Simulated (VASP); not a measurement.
# CoO (P6_3/mmc) in VASP: further runs

The runs below take CoO through single point, with PBE.

Program: VASP 6.6.1. These are calculated values, not measurements. Logs are shortened: lines on timing, memory, paths and dates and some standing lists are left out, and cuts for length are marked.

## 1. The cell of the first run

It takes space group P6_3/mmc (No. 194, hexagonal). The conventional cell has a = 2.870 Å, b = 2.870 Å, c = 10.677 Å, α = 90.00°, β = 90.00°, γ = 120.00°. Within 2.9 Å of Co (site symmetry -3m) lie 6 O at 2.12 Å and 6 Co at 2.87 Å. Co (site symmetry -6m2) has 6 O at 2.13 Å and 6 Co at 2.87 Å within 2.9 Å. O (site symmetry 3m) has 6 Co at 2.12 to 2.13 Å and 7 O at 2.68 to 2.87 Å within 2.9 Å.

## 2. Single point, PBE, collinear spin, ferromagnetic start

Input file INCAR:

```
SYSTEM = CoO
ALGO = Normal
EDIFF = 1E-7
ENCUT = 520
GGA = PE
ISIF = 2
ISMEAR = 0
ISPIN = 2
LASPH = .TRUE.
LCHARG = .FALSE.
LMAXMIX = 4
LORBIT = 11
LREAL = .FALSE.
LWAVE = .FALSE.
MAGMOM = 2.74 2.74 2.74 2.74 0.35 0.35 0.35 0.35
NBANDS = 44
NELM = 150
PREC = Accurate
SIGMA = 0.1
```

Input file KPOINTS:

```
k-points
0
G
  12 12 5
  0 0 0
```

Input file POSCAR:

```
CoO
1.0
    2.8702965198      0.0000000000      0.0000000000
   -1.4351482599      2.4857497025      0.0000000000
    0.0000000000      0.0000000000     10.6770432559
Co O
4 4
Direct
    0.0000000000      0.0000000000      0.0000000000
    0.3333333333      0.6666666667      0.2500000000
    0.0000000000      0.0000000000      0.5000000000
    0.6666666667      0.3333333333      0.7500000000
    0.6666666667      0.3333333333      0.1243227396
    0.6666666667      0.3333333333      0.3756772604
    0.3333333333      0.6666666667      0.6243227396
    0.3333333333      0.6666666667      0.8756772604
```

Potentials or basis: VASP PAW PBE potentials, release 64 (Co, O).

Run with:

```sh
> cat potpaw_PBE.64/Co/POTCAR potpaw_PBE.64/O/POTCAR > POTCAR
> mpirun -np 1 vasp_std > vasp.out
```

OUTCAR:

```text
SYSTEM = CoO
   EDIFF = 1E-7
   ENCUT = 520
   GGA = PE
   ISIF = 2
   ISMEAR = 0
   ISPIN = 2
   LASPH = .TRUE.
   LORBIT = 11
   LREAL = .FALSE.
   NELM = 150
   PREC = Accurate

 ion  position               nearest neighbor table
   1  0.000  0.000  0.000-   5 2.12   8 2.12   8 2.12   5 2.12   5 2.12   8 2.12
   2  0.333  0.667  0.250-   5 2.13   6 2.13   5 2.13   6 2.13   5 2.13   6 2.13
   3  0.000  0.000  0.500-   6 2.12   7 2.12   7 2.12   6 2.12   6 2.12   7 2.12
   4  0.667  0.333  0.750-   7 2.13   8 2.13   7 2.13   8 2.13   7 2.13   8 2.13
   5  0.667  0.333  0.124-   1 2.12   1 2.12   1 2.12   2 2.13   2 2.13   2 2.13
   6  0.667  0.333  0.376-   3 2.12   3 2.12   3 2.12   2 2.13   2 2.13   2 2.13
   7  0.333  0.667  0.624-   3 2.12   3 2.12   3 2.12   4 2.13   4 2.13   4 2.13
   8  0.333  0.667  0.876-   1 2.12   1 2.12   1 2.12   4 2.13   4 2.13   4 2.13

  LATTYP: Found a hexagonal cell.
 ALAT       =     2.8702965198
 C/A-ratio  =     3.7198398083

  Lattice vectors:

 A1 = (   2.8702965198,   0.0000000000,   0.0000000000)
 A2 = (  -1.4351482599,   2.4857497025,   0.0000000000)
 A3 = (   0.0000000000,   0.0000000000,  10.6770432559)

Analysis of symmetry for initial positions (statically):
=====================================================================
 Subroutine PRICEL returns:
 Original cell was already a primitive cell.

 Routine SETGRP: Setting up the symmetry group for a
 hexagonal supercell.

 Subroutine GETGRP returns: Found 24 space group operations
 (whereof 12 operations were pure point group operations)
 out of a pool of 24 trial point group operations.

The static configuration has the point symmetry D_3d.
 The point group associated with its full space group is D_6h.

Analysis of symmetry for dynamics (positions and initial velocities):
=====================================================================
 Subroutine PRICEL returns:
 Original cell was already a primitive cell.

 Routine SETGRP: Setting up the symmetry group for a
 hexagonal supercell.

 Subroutine GETGRP returns: Found 24 space group operations
 (whereof 12 operations were pure point group operations)
 out of a pool of 24 trial point group operations.

The dynamic configuration has the point symmetry D_3d.
 The point group associated with its full space group is D_6h.

Analysis of structural, dynamic, and magnetic symmetry:
=====================================================================
 Subroutine PRICEL returns:
 Original cell was already a primitive cell.

 Routine SETGRP: Setting up the symmetry group for a
 hexagonal supercell.

 Subroutine GETGRP returns: Found 24 space group operations
 (whereof 12 operations were pure point group operations)
 out of a pool of 24 trial point group operations.

The overall configuration has the point symmetry D_3d.
 The point group associated with its full space group is D_6h.

 Subroutine INISYM returns: Found 24 space group operations
 (whereof 12 operations are pure point group operations),
 and found     1 'primitive' translations

----------------------------------------------------------------------------------------

                                     Primitive cell

  volume of cell :      76.1790

  direct lattice vectors                    reciprocal lattice vectors
     2.870296520  0.000000000  0.000000000     0.348396061  0.201146559  0.000000000
    -1.435148260  2.485749703  0.000000000     0.000000000  0.402293119  0.000000000
     0.000000000  0.000000000 10.677043256     0.000000000  0.000000000  0.093658888

  length of vectors
     2.870296520  2.870296520 10.677043256     0.402293119  0.402293119  0.093658888

  position of ions in fractional coordinates (direct lattice)
     0.000000000  0.000000000  0.000000000
     0.333333333  0.666666667  0.250000000
     0.000000000  0.000000000  0.500000000
     0.666666667  0.333333333  0.750000000
     0.666666667  0.333333333  0.124322740
     0.666666667  0.333333333  0.375677260
     0.333333333  0.666666667  0.624322740
     0.333333333  0.666666667  0.875677260

  ion indices of the primitive-cell ions
   primitive index   ion index
                 1           1
                 2           2
                 3           3
                 4           4
                 5           5
                 6           6
                 7           7
                 8           8

----------------------------------------------------------------------------------------

 KPOINTS: k-points

Automatic generation of k-mesh.
 Grid dimensions read from file:
 generate k-points for:   12   12    5

 Generating k-lattice:

  Cartesian coordinates                     Fractional coordinates (reciprocal lattice)
     0.029033005  0.016762213  0.000000000     0.083333333 -0.000000000  0.000000000
     0.000000000  0.033524427  0.000000000     0.000000000  0.083333333  0.000000000
     0.000000000  0.000000000  0.018731778     0.000000000  0.000000000  0.200000000

  Length of vectors
     0.033524427  0.033524427  0.018731778

  Shift w.r.t. Gamma in fractional coordinates (k-lattice)
     0.000000000  0.000000000  0.000000000

 Subroutine IBZKPT returns following result:
 ===========================================

 Found     57 irreducible k-points:

 Following reciprocal coordinates:
            Coordinates               Weight
  0.000000  0.000000  0.000000      1.000000
  0.083333 -0.000000  0.000000      6.000000
  0.166667  0.000000  0.000000      6.000000
  0.250000 -0.000000  0.000000      6.000000
  0.333333 -0.000000  0.000000      6.000000
  0.416667 -0.000000  0.000000      6.000000
[... 16 lines left out ...]
  0.250000 -0.000000  0.200000     12.000000
  0.333333 -0.000000  0.200000     12.000000
 [... further k-points ...]
   k-points           NKPTS =     57   k-points in BZ     NKDIM =     57   number of bands    NBANDS=     44
   number of dos      NEDOS =    301   number of ions     NIONS =      8
   total plane-waves  NPLWV =  46080
   dimension x,y,z NGX =    24 NGY =   24 NGZ =   80
   dimension x,y,z NGXF=    48 NGYF=   48 NGZF=  160
   ions per type =               4   4
   NGX,Y,Z   is equivalent  to a cutoff of  13.90, 13.90, 12.46 a.u.
   NGXF,Y,Z  is equivalent  to a cutoff of  27.80, 27.80, 24.91 a.u.
 SYSTEM =  CoO
   PREC   = accura    normal or accurate (medium, high low for compatibility)
   ISTART =      0    job   : 0-new  1-cont  2-samecut
   ICHARG =      2    charge: 1-file 2-atom 10-const
   ISPIN  =      2    spin polarized calculation?
   LNONCOLLINEAR =      F non collinear calculations
   LSORBIT =      F    spin-orbit coupling
   LASPH  =      T    aspherical Exc in radial PAW
   ENCUT  =  520.0 eV  38.22 Ry    6.18 a.u.   5.34  5.34 19.85*2*pi/ulx,y,z
   NELM   =    150;   NELMIN=  2; NELMDL= -5     # of ELM steps
   EDIFF  = 0.1E-06   stopping-criterion for ELM
   LREAL  =      F    real-space projection
   EDIFFG = 0.1E-05   stopping-criterion for IOM
   NSW    =      0    number of steps for IOM
   IBRION =     -1    ionic relax: 0-MD 1-quasi-New 2-CG
   NFREE  =      0    steps in history (QN), initial steepest desc. (CG)
   ISIF   =      2    stress and relaxation
   ISYM   =      2    0-nonsym 1-usesym 2-fastsym
   POTIM  = 0.5000    time-step for ionic-motion
   TEBEG  =    0.0;   TEEND  =   0.0 temperature during run
   PSTRESS=    0.0 pullay stress
   NELECT =      60.0000    total number of electrons
   NUPDOWN=      -1.0000    fix difference up-down
   EMIN   =  10.00;   EMAX   =-10.00  energy-range for DOS
   EFERMI =   0.00;   METHOD = LEGACY
   ISMEAR =     0;   SIGMA  =   0.10  broadening in eV -4-tet -1-fermi 0-gaus
   EFERMI_NEDOS =   21; number of points for ismear=-14 and -15
   IALGO  =     38    algorithm
   IMIX   =      4    mixing-type and parameters
     AMIX     =   0.40;   BMIX     =  1.00
     AMIX_MAG =   1.60;   BMIX_MAG =  1.00
  volume/ion in A,a.u.               =       9.52        64.26
  Fermi-wavevector in a.u.,A,eV,Ry     =   1.511867  2.857014 31.099397  2.285741
  Thomas-Fermi vector in A             =   2.621867
   LORBIT       =     11    0 simple, 1 ext, 2 COOP (PROOUT), +10 PAW based schemes
   GGA     = PE    functional components
   LHFCALC =     F    Hartree Fock is set to
   AEXX    =    0.0000 exact exchange contribution
   IVDW    =     0    specifies the selected vdW correction
   LEPSILON=     F    determine dielectric tensor
   LRPA    =     F    only Hartree local field effects (RPA)
 spin polarized calculation
 Gauss-broadening in eV      SIGMA  =   0.10
  energy-cutoff  :      520.00
  volume of cell :       76.18
 maximum number of plane-waves:      2080
 NGX is ok and might be reduce to    24

 number of electron      59.9999980 magnetization      11.9492898

 Free energy of the ion-electron system (eV)
  ---------------------------------------------------
  ext. energy  EPLUGINS =         0.00000000
  ---------------------------------------------------
  free energy    TOTEN  =       -51.94422889 eV

  energy without entropy =      -51.88525376  energy(sigma->0) =      -51.91474132

 E-fermi :   8.1011     XC(G=0): -12.5094

 val. band max:        8.0995306175   @ k =   0.2500   0.1667   0.4000
 cond. band min:       8.1021597115   @ k =   0.2500  -0.0000   0.2000
 fundamental gap:      0.0026290940
 Fermi energy:         8.1011472571

 spin component 1

 k-point     1 :       0.0000    0.0000    0.0000
  band No.  band energies     occupation
      1     -12.2327      1.00000
      2     -11.7688      1.00000
      3     -11.7167      1.00000
      4     -11.1687      1.00000
      5      -0.4739      1.00000
      6       1.2843      1.00000
[... 34 lines left out ...]
     41      15.6353      0.00000
     42      18.7849      0.00000
[... 994 lines left out ...]
      2     -11.2048      1.00000
      3     -10.9687      1.00000
      4     -10.8067      1.00000
      5       0.6159      1.00000
      6       1.0386      1.00000
[... 34 lines left out ...]
     41      17.7385      0.00000
     42      17.8121      0.00000

 [... further k-points ...]

 spin component 2

 k-point     1 :       0.0000    0.0000    0.0000
  band No.  band energies     occupation
      1     -11.6541      1.00000
      2     -11.1721      1.00000
      3     -11.1188      1.00000
      4     -10.5450      1.00000
      5       0.0386      1.00000
      6       1.8487      1.00000
[... 34 lines left out ...]
     41      16.3519      0.00000
     42      19.2151      0.00000
[... 994 lines left out ...]
      2     -10.5753      1.00000
      3     -10.3252      1.00000
      4     -10.1470      1.00000
      5       1.3018      1.00000
      6       1.6579      1.00000
[... 34 lines left out ...]
     41      18.3977      0.00000
     42      18.4493      0.00000

 [... further k-points ...]

 [bands above 42 left out]

------------------------ aborting loop because EDIFF is reached ----------------------------------------

  FORCE on cell =-STRESS in cart. coord.  units (eV):
  Direction    XX          YY          ZZ          XY          YZ          ZX
  --------------------------------------------------------------------------------------
  -------------------------------------------------------------------------------------
  Total       -0.0761771     -0.0761771     -0.3577426      0.0000000      0.0000000      0.0000000
  in kB       -1.6021388     -1.6021388     -7.5239525      0.0000000      0.0000000      0.0000000
  external PRESSURE =      -3.5760767 kB  Pullay stress =       0.0000000 kB

 VOLUME and BASIS-vectors are now :
 -----------------------------------------------------------------------------
  energy-cutoff  :      520.00
  volume of cell :       76.18
      direct lattice vectors                 reciprocal lattice vectors
     2.870296520  0.000000000  0.000000000     0.348396061  0.201146559  0.000000000
    -1.435148260  2.485749703  0.000000000     0.000000000  0.402293119  0.000000000
     0.000000000  0.000000000 10.677043256     0.000000000  0.000000000  0.093658888

 POSITION                                       TOTAL-FORCE (eV/Angst)
 -----------------------------------------------------------------------------------
      0.00000      0.00000      0.00000         0.000000      0.000000      0.000000
     -0.00000      1.65717      2.66926        -0.000000      0.000000      0.000000
      0.00000      0.00000      5.33852         0.000000      0.000000      0.000000
      1.43515      0.82858      8.00778         0.000000     -0.000000     -0.000000
      1.43515      0.82858      1.32740         0.000000     -0.000000      0.005323
      1.43515      0.82858      4.01112        -0.000000     -0.000000     -0.005323
     -0.00000      1.65717      6.66592        -0.000000      0.000000      0.005323
     -0.00000      1.65717      9.34964        -0.000000      0.000000     -0.005323
 -----------------------------------------------------------------------------------
    total drift:                                0.000000      0.000000     -0.000000

  FREE ENERGIE OF THE ION-ELECTRON SYSTEM (eV)
  ---------------------------------------------------
  free  energy   TOTEN  =       -51.9442288908 eV

  energy  without entropy=      -51.8852537588  energy(sigma->0) =      -51.91474132

 total charge

# of ion       s       p       d       tot
------------------------------------------
    1        0.301   0.368   7.153   7.822
    2        0.300   0.369   7.119   7.789
    3        0.301   0.368   7.153   7.822
    4        0.300   0.369   7.119   7.789
    5        1.558   3.422   0.000   4.980
    6        1.558   3.422   0.000   4.980
    7        1.558   3.422   0.000   4.980
    8        1.558   3.422   0.000   4.980
--------------------------------------------------
tot          7.436  15.160  28.545  51.141

 magnetization (x)

# of ion       s       p       d       tot
------------------------------------------
    1        0.017   0.017   2.547   2.580
    2        0.016   0.017   2.551   2.584
    3        0.017   0.017   2.547   2.580
    4        0.016   0.017   2.551   2.584
    5        0.029   0.323   0.000   0.352
    6        0.029   0.323   0.000   0.352
    7        0.029   0.323   0.000   0.352
    8        0.029   0.323   0.000   0.352
--------------------------------------------------
tot          0.180   1.359  10.195  11.733
```

It took 8.9 min on 1 thread of Intel Xeon Platinum 8259CL at 2.50GHz (Skylake/Cascade Lake), shared host; peak memory 0.42 GiB.

Results:

| Property | Result |
| --- | --- |
| Free energy | -51.9442 eV |
| Pressure | -0.4 GPa |
| Largest force | 0.005 eV/Å |
| Net moment | 11.95 μB per cell |
| Site moments | Co +2.58; O +0.35 μB |
| Valence electrons inside the program's atomic spheres | Co 7.82, 7.79 (each value once); O 4.98 |

Forces in eV/Å, atoms in the order of the input:
```
Co   0.000  0.000  0.000
Co   0.000  0.000  0.000
Co   0.000  0.000  0.000
Co   0.000  0.000  0.000
O    0.000  0.000  0.005
O    0.000  0.000 -0.005
O    0.000  0.000  0.005
O    0.000  0.000 -0.005
```

Stress tensor (GPa, compression positive):
```
-0.16  0.00  0.00
 0.00 -0.16  0.00
 0.00  0.00 -0.75
```

Caveat: semilocal functionals often make such compounds metallic where correlation or magnetic order opens a gap, which also shifts bond lengths.

## 3. Single point, PBE, collinear spin, ferromagnetic start

This run uses another cell than the first one: it holds 12 atoms, not 8.

Input file INCAR:

```
SYSTEM = CoO
PREC = Accurate
ENCUT = 520
EDIFF = 1E-6
ISMEAR = 0
SIGMA = 0.1
LREAL = .False.
LASPH = .True.
NELM = 150
ALGO = Fast
ISIF = 2
LWAVE = .False.
LCHARG = .False.
ISPIN = 2
MAGMOM = 2.74 2.74 2.74 2.74 2.74 2.74 0.35 0.35 0.35 0.35 0.35 0.35
LORBIT = 11
LMAXMIX = 4
GGA = PE
NBANDS = 61
```

Input file KPOINTS:

```
regular mesh
0
Gamma
  12 12 3
  0 0 0
```

Input file POSCAR:

```
CoO
1.0
    2.8763738212      0.0000000000      0.0000000000
   -1.4381869106      2.4910127999      0.0000000000
    0.0000000000      0.0000000000     15.9392921929
Co O
6 6
Direct
    0.0000000000      0.0000000000      0.0000000000
    0.3333333333      0.6666666667      0.1670833102
    0.6666666667      0.3333333333      0.3329166898
    0.0000000000      0.0000000000      0.5000000000
    0.6666666667      0.3333333333      0.6670833102
    0.3333333333      0.6666666667      0.8329166898
    0.6666666667      0.3333333333      0.0842498022
    0.0000000000      0.0000000000      0.2500000000
    0.3333333333      0.6666666667      0.4157501978
    0.3333333333      0.6666666667      0.5842498022
    0.0000000000      0.0000000000      0.7500000000
    0.6666666667      0.3333333333      0.9157501978
```

Potentials or basis: VASP PAW PBE potentials, release 64 (Co, O).

Run with:

```sh
> cat potpaw_PBE.64/Co/POTCAR potpaw_PBE.64/O/POTCAR > POTCAR
> mpirun -np 1 vasp_std > vasp.out
```

It took 31 min on 1 thread of Oxide Virtual Turin-like, shared host; peak memory 0.5 GiB.

The run converged. Its results:

```
Free energy                                           : -78.0648 eV
Pressure                                              : -0.5 GPa
Net moment                                            : 17.70 μB per cell
Site moments                                          : Co +2.57, +2.56 (each value once); O +0.34, +0.32 (each value once) μB
Valence electrons inside the program's atomic spheres : Co 7.78, 7.82 (each value once); O 4.98, 4.99 (each value once)
```

Stress tensor (GPa, compression positive):
```
-0.35  0.00  0.00
 0.00 -0.35  0.00
 0.00  0.00 -0.84
```

Levels at points of the mesh, in eV from the Fermi level:
Spin up:
| k point | band 52 | band 53 | band 54 | band 55 | band 56 | band 57 |
| --- | --- | --- | --- | --- | --- | --- |
| (0.00, 0.00, 0.00) | -0.27 | -0.26 | -0.26 | 0.93 | 2.09 | 2.57 |
| (0.50, 0.00, 0.00) | -0.44 | -0.04 | 0.13 | 4.79 | 5.92 | 5.96 |
Spin down:
| k point | band 34 | band 35 | band 36 | band 37 | band 38 | band 39 |
| --- | --- | --- | --- | --- | --- | --- |
| (0.00, 0.00, 0.00) | -0.52 | -0.43 | -0.43 | -0.30 | -0.30 | -0.28 |
| (0.50, 0.00, 0.00) | 0.09 | 0.10 | 0.15 | 0.22 | 0.24 | 0.26 |

Caveat: semilocal functionals often make such compounds metallic where correlation or magnetic order opens a gap, which also shifts bond lengths.
